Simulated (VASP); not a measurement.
Crystal: Li16H9F7.

```
F H Li
1.0
     7.98425    0.00000    0.00000
     0.00000    7.98425    0.00000
     0.00000    0.00000    7.98425
F H Li
14 18 32
Direct
  0.24863 0.00021 0.00388
  0.25149 0.49932 0.99720
  0.75264 0.00283 0.00092
  0.00267 0.24980 0.99691
  0.00076 0.74658 0.99744
  0.49833 0.25113 0.50229
  0.50378 0.74806 0.00241
  0.50426 0.74868 0.50137
  0.00354 0.00097 0.24969
  0.00116 0.99752 0.74475
  0.99369 0.49680 0.75375
  0.50383 0.99931 0.24750
  0.25578 0.75008 0.24892
  0.75395 0.25365 0.74884
  0.24297 0.99315 0.50021
  0.25284 0.50572 0.50296
  0.75234 0.00007 0.50151
  0.74867 0.49752 0.00252
  0.74652 0.49984 0.50378
  0.99611 0.25352 0.50266
  0.00042 0.74818 0.50194
  0.50183 0.25426 0.99837
  0.00073 0.50332 0.25141
  0.49641 0.99939 0.75106
  0.50373 0.49646 0.24942
  0.49897 0.50329 0.75087
  0.25768 0.24963 0.25270
  0.25020 0.24994 0.74984
  0.25125 0.74811 0.74948
  0.75399 0.25000 0.24982
  0.74770 0.74873 0.24885
  0.74918 0.74625 0.75004
  0.00481 0.00399 0.99830
  0.99785 0.00068 0.49813
  0.00074 0.49569 0.99635
  0.99659 0.49883 0.49988
  0.49812 0.99853 0.00070
  0.50092 0.99782 0.49884
  0.49990 0.49870 0.99894
  0.50037 0.50149 0.50412
  0.25023 0.24989 0.00069
  0.25466 0.25001 0.49801
  0.25241 0.75160 0.00306
  0.25115 0.75635 0.49894
  0.75181 0.24979 0.99886
  0.74685 0.24928 0.49902
  0.74998 0.75009 0.99997
  0.75040 0.75187 0.50151
  0.24971 0.99793 0.25227
  0.25155 0.99715 0.74943
  0.25089 0.49550 0.25030
  0.25018 0.49871 0.74939
  0.75153 0.99659 0.25004
  0.75151 0.00257 0.74765
  0.74990 0.49975 0.24990
  0.74688 0.50153 0.75057
  0.00387 0.25122 0.24853
  0.00091 0.25509 0.74913
  0.00197 0.75337 0.25128
  0.99686 0.74790 0.74599
  0.49909 0.24738 0.24659
  0.49664 0.24857 0.74791
  0.50107 0.75056 0.24570
  0.49624 0.74683 0.75038
```

* Program: VASP 6.6.1
* Task: relaxation of volume and atoms at fixed shape
* Functional: PBEsol
* Potentials or basis: VASP PAW PBE potentials, release 64 (F, H, Li_sv)
* Cutoff: 600 eV
* k mesh: 1 × 1 × 1, shifted
* Occupations: fermi-dirac, width 0.05 eV
* Spin: no spin polarisation

At the start: pressure 0.3 GPa; volume 7.95 Å³/atom.

**Question.** Where does the relaxation end?

**Answer.** Over 7 steps the energy falls by 2.6 meV/atom and the volume is 7.99 Å³/atom (+0.4 %); space group P1 (No. 1, to 0.1 Å) before and after.

The path:
| step | energy change (eV) | largest force (eV/Å) | pressure (GPa) | volume (Å³) |
| --- | --- | --- | --- | --- |
| 1 | 0.0000 | 0.3361 | 0.26 | 508.98 |
| 2 | -0.0699 | 0.2246 | 0.15 | 509.93 |
| 3 | -0.1378 | 0.1337 | -0.10 | 512.18 |
| 4 | -0.1533 | 0.0765 | -0.07 | 511.89 |
| 5 | -0.1637 | 0.0508 | -0.01 | 511.39 |
| 6 | -0.1664 | 0.0316 | 0.00 | 511.28 |
| 7 | -0.1678 | 0.0259 | 0.01 | 511.12 |

Final structure:
```yaml
crystal:
  lattice:
    - [7.99540, 0.00000, 0.00000]
    - [0.00000, 7.99540, 0.00000]
    - [0.00000, 0.00000, 7.99540]
  atoms:
    - { symbol: F, position: [0.25049, 0.99963, 0.00026] }
    - { symbol: F, position: [0.24991, 0.50056, 0.00012] }
    - { symbol: F, position: [0.75041, 0.99947, 0.00023] }
    - { symbol: F, position: [0.00132, 0.25000, 0.99930] }
    - { symbol: F, position: [0.00099, 0.74971, 0.99926] }
    - { symbol: F, position: [0.50140, 0.24937, 0.49993] }
    - { symbol: F, position: [0.50023, 0.75010, 0.00051] }
    - { symbol: F, position: [0.49964, 0.74980, 0.49904] }
    - { symbol: F, position: [0.00133, 0.99975, 0.24897] }
    - { symbol: F, position: [0.00012, 0.00022, 0.75016] }
    - { symbol: F, position: [0.99973, 0.49954, 0.75088] }
    - { symbol: F, position: [0.50102, 0.99935, 0.24975] }
    - { symbol: F, position: [0.25115, 0.74999, 0.24971] }
    - { symbol: F, position: [0.75080, 0.24989, 0.74943] }
    - { symbol: H, position: [0.24929, 0.00051, 0.50133] }
    - { symbol: H, position: [0.25004, 0.49949, 0.50040] }
    - { symbol: H, position: [0.75133, 0.99933, 0.50003] }
    - { symbol: H, position: [0.74885, 0.49976, 0.00151] }
    - { symbol: H, position: [0.75001, 0.50052, 0.49939] }
    - { symbol: H, position: [0.00100, 0.25113, 0.49826] }
    - { symbol: H, position: [0.99907, 0.74907, 0.49984] }
    - { symbol: H, position: [0.50072, 0.25092, 0.99965] }
    - { symbol: H, position: [0.99946, 0.49905, 0.25277] }
    - { symbol: H, position: [0.49953, 0.99979, 0.74904] }
    - { symbol: H, position: [0.50226, 0.49777, 0.25067] }
    - { symbol: H, position: [0.50006, 0.49949, 0.74971] }
    - { symbol: H, position: [0.25125, 0.25159, 0.25182] }
    - { symbol: H, position: [0.25193, 0.25014, 0.74744] }
    - { symbol: H, position: [0.25072, 0.74941, 0.74708] }
    - { symbol: H, position: [0.75099, 0.25177, 0.25105] }
    - { symbol: H, position: [0.75173, 0.74719, 0.25156] }
    - { symbol: H, position: [0.74915, 0.74857, 0.74842] }
    - { symbol: Li, position: [0.00110, 0.99995, 0.99990] }
    - { symbol: Li, position: [0.00014, 0.99998, 0.49958] }
    - { symbol: Li, position: [0.00115, 0.49989, 0.99992] }
    - { symbol: Li, position: [0.99993, 0.50039, 0.50064] }
    - { symbol: Li, position: [0.50035, 0.99882, 0.00041] }
    - { symbol: Li, position: [0.50051, 0.99939, 0.49903] }
    - { symbol: Li, position: [0.49933, 0.50079, 0.00011] }
    - { symbol: Li, position: [0.50020, 0.50016, 0.49984] }
    - { symbol: Li, position: [0.25079, 0.25078, 0.99980] }
    - { symbol: Li, position: [0.25235, 0.25094, 0.50001] }
    - { symbol: Li, position: [0.25138, 0.74917, 0.00063] }
    - { symbol: Li, position: [0.25201, 0.74862, 0.49902] }
    - { symbol: Li, position: [0.75124, 0.24984, 0.99885] }
    - { symbol: Li, position: [0.74857, 0.25104, 0.50047] }
    - { symbol: Li, position: [0.74977, 0.74982, 0.99996] }
    - { symbol: Li, position: [0.74831, 0.74897, 0.49957] }
    - { symbol: Li, position: [0.25037, 0.99925, 0.24910] }
    - { symbol: Li, position: [0.24851, 0.99999, 0.75030] }
    - { symbol: Li, position: [0.25028, 0.50011, 0.24979] }
    - { symbol: Li, position: [0.24829, 0.49965, 0.75071] }
    - { symbol: Li, position: [0.75210, 0.00016, 0.24905] }
    - { symbol: Li, position: [0.75155, 0.00092, 0.75063] }
    - { symbol: Li, position: [0.75148, 0.49935, 0.25049] }
    - { symbol: Li, position: [0.75105, 0.49830, 0.75017] }
    - { symbol: Li, position: [0.00067, 0.24949, 0.25030] }
    - { symbol: Li, position: [0.99919, 0.25018, 0.74916] }
    - { symbol: Li, position: [0.00099, 0.75012, 0.25006] }
    - { symbol: Li, position: [0.99946, 0.74943, 0.74949] }
    - { symbol: Li, position: [0.50185, 0.24925, 0.25221] }
    - { symbol: Li, position: [0.50112, 0.24974, 0.74779] }
    - { symbol: Li, position: [0.50112, 0.75015, 0.25073] }
    - { symbol: Li, position: [0.50052, 0.75006, 0.74842] }
```

Caveat: the cutoff is under 1.25 times the usual one of these potentials, so pressure, stress and relaxed cells hold a basis-set (Pulay) error; the PAW data sets were made with another functional, which shifts forces and pressure a little.
